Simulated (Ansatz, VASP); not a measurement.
**P: VASP beside Ansatz**

```
P
1.0
     2.42469    0.00000    0.00000
     0.00000    2.43854    0.00000
    -0.02031    0.00000    4.85243
P
2
Direct
  0.00000 0.00000 0.25057
  0.00000 0.00000 0.74943
```

Alike in both runs: task single point; functional PBE; k mesh 12 × 12 × 6; occupations gaussian, width 0.1 eV; no spin polarisation.

|  | VASP | Ansatz |
| --- | --- | --- |
| version | VASP 6.6.1 | Ansatz 0.2.0 |
| potentials or method | VASP PAW PBE potentials, release 64 (P), cutoff 520 eV | scalar-relativistic, plane waves, PAW |
| valence electrons in the cell | 10 | 10 |

|  | VASP | Ansatz | Ansatz less VASP |
| --- | --- | --- | --- |
| gap on the k mesh at the Fermi level (eV) | none | none | - |
| pressure (GPa) | 1.3 | 1.6 | +0.29 |
| traceless stress, the component that is largest in VASP (GPa) | 0.29 | 0.29 | -0.001 |

A gap of «none» marks a metal or a gap that the smearing closes.
